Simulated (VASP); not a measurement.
Here is a VASP 6.6.1 calculation.

The input INCAR:

```
PREC     = Accurate       # precision mode
ENCUT    = 520            # plane-wave cutoff, eV
EDIFF    = 1E-7           # SCF threshold, eV
ISMEAR   = -1             # smearing method
SIGMA    = 0.1            # smearing width, eV
LREAL    = False          # projectors in reciprocal space
LASPH    = True           # aspherical terms in the spheres
NELM     = 100            # most SCF steps
ALGO     = Normal         # electronic algorithm
ISIF     = 2              # what is computed and relaxed
LWAVE    = False          # write WAVECAR
LCHARG   = False          # write CHGCAR
GGA      = RP             # functional
NBANDS   = 17             # bands
```

Contents of KPOINTS:

```
regular mesh
0
Gamma
  10 10 6
```

File POSCAR:

```
Ca
1.0
    3.8672091192      0.0000000000      0.0000000000
   -1.9336045596      3.3491013390      0.0000000000
    0.0000000000      0.0000000000      6.3483053342
Ca
2
Direct
    0.3333333333      0.6666666667      0.2500000000
    0.6666666667      0.3333333333      0.7500000000
```

Potentials or basis: VASP PAW PBE potentials, release 64 (Ca_sv).

The run is started by

```bash
$ cat potpaw_PBE.64/Ca_sv/POTCAR > POTCAR
$ mpirun -np 1 vasp_std > vasp.out
```

Q: Predict the band gap on the k mesh.

A: Zero (bands 10 and 11 overlap by 0.39 eV).

Q: Predict the pressure.

A: 1.6 GPa.

Stress tensor (GPa, compression positive):
```
1.52 0.00 0.00
0.00 1.52 0.00
0.00 0.00 1.65
```

Caveat: the PAW data sets were made with another functional, which shifts forces and pressure a little.
